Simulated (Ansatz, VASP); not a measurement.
**MgZn2O4: VASP beside Ansatz**

Contents of INCAR:

```
PREC = Accurate ; ENCUT = 750
EDIFF = 1E-6 ; ISMEAR = 0
SIGMA = 0.1 ; LREAL = False
LASPH = True ; NELM = 120
ALGO = Normal ; ISIF = 2
LWAVE = False ; LCHARG = False
GGA = PS ; NBANDS = 38
GGA_COMPAT = False
```

The input KPOINTS:

```
Automatic mesh
0
Gamma
  8 4 4
```

File POSCAR:

```
MgZn2O4
1.0
    2.7141499325      0.0562716383      0.0290361654
    1.4452324449      4.6665017535     -0.0211490765
    0.0772240672      1.0461454601      5.0891512558
Mg Zn O
1 2 4
Direct
    0.5000000000      0.5000000000      0.0000000000
    0.7308020297      0.0602634334      0.7245374704
    0.2691979703      0.9397365666      0.2754625296
    0.8502237923      0.7407438591      0.1395837714
    0.3117921898      0.8122726492      0.6987767341
    0.1497762077      0.2592561409      0.8604162286
    0.6882078102      0.1877273508      0.3012232659
```

Input for Ansatz:

```yaml
crystal:
  lattice:
    - [2.7141499325, 0.0562716383, 0.0290361654]
    - [1.4452324449, 4.6665017535, -0.0211490765]
    - [0.0772240672, 1.0461454601, 5.0891512558]
  atoms:
    - { symbol: Mg, position: [0.5, 0.5, 0.0] }
    - { symbol: Zn, position: [0.7308020297, 0.0602634334, 0.7245374704] }
    - { symbol: Zn, position: [0.2691979703, 0.9397365666, 0.2754625296] }
    - { symbol: O, position: [0.8502237923, 0.7407438591, 0.1395837714] }
    - { symbol: O, position: [0.3117921898, 0.8122726492, 0.6987767341] }
    - { symbol: O, position: [0.1497762077, 0.2592561409, 0.8604162286] }
    - { symbol: O, position: [0.6882078102, 0.1877273508, 0.3012232659] }
basis:
  ecutwfc: 420
kpoints:
  mp_grid: { grid: [8, 4, 4] }
hamiltonian:
  xc: pbesol
scf:
  occupations: { method: gaussian, width: 0.1 }
output:
  forces: true
  stress: true
  eigenvalues: true
```

Alike in both runs: task single point; functional PBEsol; k mesh 8 × 4 × 4; occupations gaussian, width 0.1 eV; no spin polarisation.

|  | VASP | Ansatz |
| --- | --- | --- |
| version | VASP 6.6.1 | Ansatz 0.2.0 |
| potentials or method | VASP PAW PBE potentials, release 64 (Mg_sv, Zn, O), cutoff 750 eV | scalar-relativistic, plane waves, PAW |
| valence electrons in the cell | 58 | 58 |

VASP gave:

| Quantity | Value |
| --- | --- |
| gap on the k mesh at the Fermi level (eV) | none |
| pressure (GPa) | 45.3 |
| traceless stress, the component that is largest in VASP (GPa) | -20.50 |
| rms of the force components (eV/Å) | 1.911 |

Question: What did Ansatz give for the same quantities?

Answer: gap on the k mesh at the Fermi level (eV): none; pressure (GPa): 43.2; traceless stress, the component that is largest in VASP (GPa): -19.54; rms of the force components (eV/Å): 1.823.

VASP's potentials were made for PBE, not for PBEsol. Atom by atom the forces differ by 0.106 eV/Å (rms over components). A gap of «none» marks a metal or a gap that the smearing closes. Both programs put the cell under a high pressure, so it lies far from rest at this level. With one functional, cell and mesh, what is left measures potentials, basis and numerics.
